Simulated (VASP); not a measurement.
# CdF2: single point with r2SCAN

The system is CdF2.

```
Cd F
1.0
     0.00000    2.69400    2.69400
     2.69400    0.00000    2.69400
     2.69400    2.69400    0.00000
Cd F
1 2
Direct
  0.02411 0.02411 0.02411
  0.25000 0.25000 0.25000
  0.75000 0.75000 0.75000
```

This cell differs from its parent crystal: all Cd atoms moved +0.225 Å, as atom 1 along Cartesian [1 1 1].

* Program: VASP 6.6.1
* Task: single point
* Functional: r2SCAN
* Potentials or basis: VASP PAW PBE potentials, release 64 (Cd, F)
* Cutoff: 520 eV
* k mesh: 8 × 8 × 8
* Occupations: gaussian, width 0.05 eV
* Spin: no spin polarisation
* Dipole correction: no
* Further INCAR settings: ALGO = Normal; EDIFF = 1e-07; NBANDS = 20

```json
{
 "Pressure": "4.3 GPa",
 "Largest force": "1.667 eV/Å",
 "Band gap on the k mesh": "3.79 eV (least direct gap 4.26 eV)"
}
```

Forces in eV/Å, atoms in the order of the input:
```
Cd  -0.963 -0.963 -0.963
F    0.761  0.761  0.761
F    0.202  0.202  0.202
```

Stress tensor (GPa, compression positive):
```
4.26 2.18 2.18
2.18 4.26 2.18
2.18 2.18 4.26
```

Levels at points of the mesh, in eV from the valence-band top:
| k point | band 11 | band 12 | band 13 | band 14 | band 15 | band 16 |
| --- | --- | --- | --- | --- | --- | --- |
| (0.00, 0.00, 0.00) | -0.49 | -0.49 | -0.47 | 3.79 | 13.67 | 13.67 |
| (0.50, 0.00, 0.00) | -1.70 | -0.40 | -0.34 | 7.99 | 9.72 | 15.65 |
| (0.50, 0.50, 0.50) | -1.81 | -0.39 | -0.39 | 8.00 | 9.81 | 15.65 |
| (0.50, 0.50, 0.00) | -0.42 | -0.17 | -0.02 | 8.87 | 10.60 | 12.14 |

Run time: 4.7 min on 1 thread of Intel Xeon 8259CL, on a shared host, peak memory 0.2 GiB.

Caveat: the cell differs from its parent crystal (all Cd atoms moved +0.225 Å, as atom 1 along Cartesian [1 1 1]); the cell stands under pressure; the PAW data sets were made with another functional, which shifts forces and pressure a little. A k mesh can miss the band edges.
